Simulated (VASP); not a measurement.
Crystal: BaS.

```xyz
2
Lattice="0.0000 3.2439 3.2014 3.2439 0.0000 3.2014 3.2439 3.2439 0.0000" Properties=species:S:1:pos:R:3 pbc="T T T"
Ba    0.0000    0.0000    0.0000
S     3.2439    3.2439    3.2014
```

This cell differs from its parent crystal: epitaxial xy strain +1.0%.

Base run:

* Program: VASP 6.6.1
* Functional: r2SCAN
* Potentials or basis: VASP PAW PBE potentials, release 64 (Ba_sv, S)
* Cutoff: 520 eV
* k mesh: 8 × 8 × 8
* Occupations: gaussian, width 0.01 eV
* Spin: no spin polarisation

Its results: band gap on the k mesh 2.48 eV, indirect (least direct gap 2.64 eV); pressure -0.1 GPa.

**Question.** The run is repeated on the same cell with these changes: functional from r2SCAN to PBE; occupations from gaussian, width 0.01 eV to fermi-dirac, width 0.02 eV. What comes out?

**Answer.** Band gap on the k mesh 2.13 eV, indirect (least direct gap 2.29 eV); pressure 0.0 GPa.

Caveats: spin-orbit coupling is left out, which moves the levels of the heavy elements; the PAW data sets were made with another functional, which shifts forces and pressure a little (some runs).

A k mesh can miss the band edges.
